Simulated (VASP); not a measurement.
# P (Cmmm) in VASP: a series of runs

P is run at these levels: PBE; tasks: single point, relaxation of cell and atoms.

Everything below comes from runs of VASP 6.6.1. Logs are shortened: lines on timing, memory, paths and dates and some standing lists are left out, and cuts for length are marked.

### Step 1. The cell of the first run

The structure is orthorhombic, space group Cmmm (No. 65). Conventional cell: a = 2.595 Å, b = 4.729 Å, c = 2.453 Å, α = 90.00°, β = 90.00°, γ = 90.00°. Within 3.2 Å of P (site symmetry mmm) lie 8 P at 2.45 to 2.70 Å.

The cell was generated, and may not be a known phase.

### Step 2. Single point, PBE

Contents of INCAR:

```
SYSTEM = P
PREC = Accurate
ENCUT = 520
EDIFF = 1E-7
ISMEAR = 0
SIGMA = 0.1
LREAL = .False.
LASPH = .True.
NELM = 80
ALGO = Normal
ISIF = 2
LWAVE = .False.
LCHARG = .False.
GGA = PE
NBANDS = 8
```

Contents of KPOINTS:

```
Automatic mesh
0
Gamma
  6 6 6
  0 0 0
```

Contents of POSCAR:

```
P
1.0
    1.2977133487     -2.3644405737      0.0000000000
    1.2977133487      2.3644405737      0.0000000000
    0.0000000000      0.0000000000      2.4526565307
P
1
Direct
    0.0000000000      0.0000000000      0.0000000000
```

Potentials or basis: VASP PAW PBE potentials, release 64 (P).

On the command line:

```bash
$ cat potpaw_PBE.64/P/POTCAR > POTCAR
$ mpirun -np 1 vasp_std > vasp.out
```

OUTCAR:

```text
SYSTEM = P
   PREC = Accurate
   ENCUT = 520
   EDIFF = 1E-7
   ISMEAR = 0
   LREAL = .False.
   LASPH = .True.
   NELM = 80
   ISIF = 2
   GGA = PE

 ion  position               nearest neighbor table
   1  0.000  0.000  0.000-

  LATTYP: Found a base centered orthorhombic cell.
 ALAT       =     2.5954266974
 B/A-ratio  =     1.8220052803
 C/A-ratio  =     0.9449916398

  Lattice vectors:

 A1 = (   1.2977133487,  -2.3644405737,   0.0000000000)
 A2 = (   1.2977133487,   2.3644405737,   0.0000000000)
 A3 = (   0.0000000000,   0.0000000000,   2.4526565307)

Analysis of symmetry for initial positions (statically):
=====================================================================
 Subroutine PRICEL returns:
 Original cell was already a primitive cell.

 Routine SETGRP: Setting up the symmetry group for a
 base centered orthorhombic supercell.

 Subroutine GETGRP returns: Found  8 space group operations
 (whereof  8 operations were pure point group operations)
 out of a pool of  8 trial point group operations.

The static configuration has the point symmetry D_2h.

Analysis of symmetry for dynamics (positions and initial velocities):
=====================================================================
 Subroutine PRICEL returns:
 Original cell was already a primitive cell.

 Routine SETGRP: Setting up the symmetry group for a
 base centered orthorhombic supercell.

 Subroutine GETGRP returns: Found  8 space group operations
 (whereof  8 operations were pure point group operations)
 out of a pool of  8 trial point group operations.

The dynamic configuration has the point symmetry D_2h.

 Subroutine INISYM returns: Found  8 space group operations
 (whereof  8 operations are pure point group operations),
 and found     1 'primitive' translations

----------------------------------------------------------------------------------------

                                     Primitive cell

  volume of cell :      15.0513

  direct lattice vectors                    reciprocal lattice vectors
     1.297713349 -2.364440574  0.000000000     0.385293101 -0.211466512  0.000000000
     1.297713349  2.364440574  0.000000000     0.385293101  0.211466512  0.000000000
     0.000000000  0.000000000  2.452656531     0.000000000  0.000000000  0.407721174

  length of vectors
     2.697153900  2.697153900  2.452656531     0.439509794  0.439509794  0.407721174

  position of ions in fractional coordinates (direct lattice)
     0.000000000  0.000000000  0.000000000

  ion indices of the primitive-cell ions
   primitive index   ion index
                 1           1

----------------------------------------------------------------------------------------

 KPOINTS: Automatic mesh

Automatic generation of k-mesh.
 Grid dimensions read from file:
 generate k-points for:    6    6    6

 Generating k-lattice:

  Cartesian coordinates                     Fractional coordinates (reciprocal lattice)
     0.064215517 -0.035244419  0.000000000     0.166666667  0.000000000  0.000000000
     0.064215517  0.035244419  0.000000000     0.000000000  0.166666667  0.000000000
     0.000000000  0.000000000  0.067953529     0.000000000  0.000000000  0.166666667

  Length of vectors
     0.073251632  0.073251632  0.067953529

  Shift w.r.t. Gamma in fractional coordinates (k-lattice)
     0.000000000  0.000000000  0.000000000

 Subroutine IBZKPT returns following result:
 ===========================================

 Found     52 irreducible k-points:

 Following reciprocal coordinates:
            Coordinates               Weight
  0.000000  0.000000  0.000000      1.000000
  0.166667 -0.000000  0.000000      4.000000
  0.333333  0.000000  0.000000      4.000000
  0.500000  0.000000  0.000000      2.000000
  0.166667  0.166667  0.000000      2.000000
  0.333333  0.166667  0.000000      4.000000
[... 16 lines left out ...]
  0.333333  0.333333  0.166667      4.000000
  0.500000  0.333333  0.166667      8.000000
 [... further k-points ...]
   k-points           NKPTS =     52   k-points in BZ     NKDIM =     52   number of bands    NBANDS=      8
   number of dos      NEDOS =    301   number of ions     NIONS =      1
   total plane-waves  NPLWV =   7200
   dimension x,y,z NGX =    20 NGY =   20 NGZ =   18
   dimension x,y,z NGXF=    40 NGYF=   40 NGZF=   36
   ions per type =               1
   NGX,Y,Z   is equivalent  to a cutoff of  12.33, 12.33, 12.20 a.u.
   NGXF,Y,Z  is equivalent  to a cutoff of  24.66, 24.66, 24.40 a.u.
 SYSTEM =  P
   PREC   = accura    normal or accurate (medium, high low for compatibility)
   ISTART =      0    job   : 0-new  1-cont  2-samecut
   ICHARG =      2    charge: 1-file 2-atom 10-const
   ISPIN  =      1    spin polarized calculation?
   LNONCOLLINEAR =      F non collinear calculations
   LSORBIT =      F    spin-orbit coupling
   LASPH  =      T    aspherical Exc in radial PAW
   ENCUT  =  520.0 eV  38.22 Ry    6.18 a.u.   5.01  5.01  4.56*2*pi/ulx,y,z
   NELM   =     80;   NELMIN=  2; NELMDL= -5     # of ELM steps
   EDIFF  = 0.1E-06   stopping-criterion for ELM
   LREAL  =      F    real-space projection
   EDIFFG = 0.1E-05   stopping-criterion for IOM
   NSW    =      0    number of steps for IOM
   IBRION =     -1    ionic relax: 0-MD 1-quasi-New 2-CG
   NFREE  =      0    steps in history (QN), initial steepest desc. (CG)
   ISIF   =      2    stress and relaxation
   ISYM   =      2    0-nonsym 1-usesym 2-fastsym
   POTIM  = 0.5000    time-step for ionic-motion
   TEBEG  =    0.0;   TEEND  =   0.0 temperature during run
   PSTRESS=    0.0 pullay stress
   NELECT =       5.0000    total number of electrons
   NUPDOWN=      -1.0000    fix difference up-down
   EMIN   =  10.00;   EMAX   =-10.00  energy-range for DOS
   EFERMI =   0.00;   METHOD = LEGACY
   ISMEAR =     0;   SIGMA  =   0.10  broadening in eV -4-tet -1-fermi 0-gaus
   EFERMI_NEDOS =   21; number of points for ismear=-14 and -15
   IALGO  =     38    algorithm
   IMIX   =      4    mixing-type and parameters
     AMIX     =   0.40;   BMIX     =  1.00
     AMIX_MAG =   1.60;   BMIX_MAG =  1.00
  volume/ion in A,a.u.               =      15.05       101.57
  Fermi-wavevector in a.u.,A,eV,Ry     =   1.133810  2.142590 17.490624  1.285525
  Thomas-Fermi vector in A             =   2.270513
   LORBIT       =      0    0 simple, 1 ext, 2 COOP (PROOUT), +10 PAW based schemes
   GGA     = PE    functional components
   LHFCALC =     F    Hartree Fock is set to
   AEXX    =    0.0000 exact exchange contribution
   IVDW    =     0    specifies the selected vdW correction
   LEPSILON=     F    determine dielectric tensor
   LRPA    =     F    only Hartree local field effects (RPA)
 non-spin polarized calculation
 Gauss-broadening in eV      SIGMA  =   0.10
  energy-cutoff  :      520.00
  volume of cell :       15.05
 maximum number of plane-waves:       419
   NGX = 11   NGY = 11   NGZ =  9

 number of electron       5.0000000 magnetization

 Free energy of the ion-electron system (eV)
  ---------------------------------------------------
  ext. energy  EPLUGINS =         0.00000000
  ---------------------------------------------------
  free energy    TOTEN  =        -4.91647648 eV

  energy without entropy =       -4.91345058  energy(sigma->0) =       -4.91496353

 E-fermi :   9.4234     XC(G=0): -11.2189

 val. band max:        9.4126703492   @ k =  -0.1667   0.1667   0.1667
 cond. band min:       9.5039521059   @ k =  -0.3333   0.1667   0.0000
 fundamental gap:      0.0912817567
 Fermi energy:         9.4233849085

 k-point     1 :       0.0000    0.0000    0.0000
  band No.  band energies     occupation
      1      -6.8497      2.00000
      2      14.4257      0.00000
      3      14.4727      0.00000
      4      15.4199      0.00000
      5      16.3152      0.00000
      6      19.7882      0.00000
      7      21.5027      0.00000
      8      24.9159      0.00000

 k-point     2 :       0.1667   -0.0000    0.0000
  band No.  band energies     occupation
      1      -6.1115      2.00000
      2      10.7780      0.00000
      3      13.0621      0.00000
      4      15.0439      0.00000
      5      17.1489      0.00000
      6      19.7797      0.00000
      7      23.0356      0.00000
      8      27.1071      0.00000

 k-point     3 :       0.3333    0.0000    0.0000
  band No.  band energies     occupation
      1      -3.9567      2.00000
      2       5.1262      2.00000
      3      11.3505      0.00000
      4      15.3372      0.00000
      5      16.5814      0.00000
      6      21.7088      0.00000
      7      26.4497      0.00000
      8      28.3192      0.00000

 k-point     4 :       0.5000    0.0000    0.0000
  band No.  band energies     occupation
      1      -1.4457      2.00000
      2       1.3415      2.00000
      3      10.7460      0.00000
      4      14.5909      0.00000
      5      17.8247      0.00000
      6      23.7119      0.00000
      7      24.1502      0.00000
      8      27.8977      0.00000

 k-point     5 :       0.1667    0.1667    0.0000
  band No.  band energies     occupation
      1      -4.6004      2.00000
      2       7.2205      2.00000
      3       9.7838      0.00000
      4      16.1578      0.00000
      5      19.2832      0.00000
      6      19.7077      0.00000
      7      23.8961      0.00000
      8      27.7831      0.00000
[... 177 lines left out ...]
 k-point    22 :      -0.1667    0.1667    0.1667
  band No.  band energies     occupation
      1      -5.5499      2.00000
      2       9.4127      1.12044
      3      11.1369      0.00000
      4      14.6241      0.00000
      5      19.1568      0.00000
      6      23.4256      0.00000
      7      24.4813      0.00000
      8      25.4018      0.00000

 k-point    23 :       0.3333    0.3333    0.1667
  band No.  band energies     occupation
      1       0.1150      2.00000
      2       4.0055      2.00000
      3       4.0059      2.00000
      4      14.2074      0.00000
      5      20.9005      0.00000
      6      20.9067      0.00000
      7      25.9339      0.00000
      8      26.8610      0.00000

 k-point    24 :       0.5000    0.3333    0.1667
  band No.  band energies     occupation
      1      -1.7820      2.00000
      2       3.4125      2.00000
      3       8.4295      2.00000
      4      13.1261      0.00000
      5      19.8753      0.00000
      6      21.8118      0.00000
      7      24.9004      0.00000
      8      26.8370      0.00000

 [... further k-points ...]

------------------------ aborting loop because EDIFF is reached ----------------------------------------

  FORCE on cell =-STRESS in cart. coord.  units (eV):
  Direction    XX          YY          ZZ          XY          YZ          ZX
  --------------------------------------------------------------------------------------
  -------------------------------------------------------------------------------------
  Total       -0.0535553      0.0043442      0.0145145      0.0000000      0.0000000      0.0000000
  in kB       -5.7008481      0.4624253      1.5450418      0.0000000      0.0000000      0.0000000
  external PRESSURE =      -1.2311270 kB  Pullay stress =       0.0000000 kB

 VOLUME and BASIS-vectors are now :
 -----------------------------------------------------------------------------
  energy-cutoff  :      520.00
  volume of cell :       15.05
      direct lattice vectors                 reciprocal lattice vectors
     1.297713349 -2.364440574  0.000000000     0.385293101 -0.211466512  0.000000000
     1.297713349  2.364440574  0.000000000     0.385293101  0.211466512  0.000000000
     0.000000000  0.000000000  2.452656531     0.000000000  0.000000000  0.407721174

 POSITION                                       TOTAL-FORCE (eV/Angst)
 -----------------------------------------------------------------------------------
      0.00000      0.00000      0.00000         0.000000      0.000000      0.000000
 -----------------------------------------------------------------------------------
    total drift:                                0.000000     -0.000000      0.000000

  FREE ENERGIE OF THE ION-ELECTRON SYSTEM (eV)
  ---------------------------------------------------
  free  energy   TOTEN  =        -4.9164764777 eV

  energy  without entropy=       -4.9134505761  energy(sigma->0) =       -4.91496353
```

Wall time 2.9 s (1 thread of AMD EPYC 9R45 (Zen 5), shared host); peak memory 0.08 GiB.

What came out:

```
Free energy            : -4.9165 eV
Pressure               : -0.1 GPa
Band gap on the k mesh : zero (an odd number of electrons rules out a gap without spin polarisation)
```

Caveat: the k points lie up to 0.46 Å⁻¹ apart, too coarse for converged energies and pressures of a metal.

(Part 1 of 2 ends here.)

The gap in the log of VASP goes by the Fermi energy; the results here count the filled bands.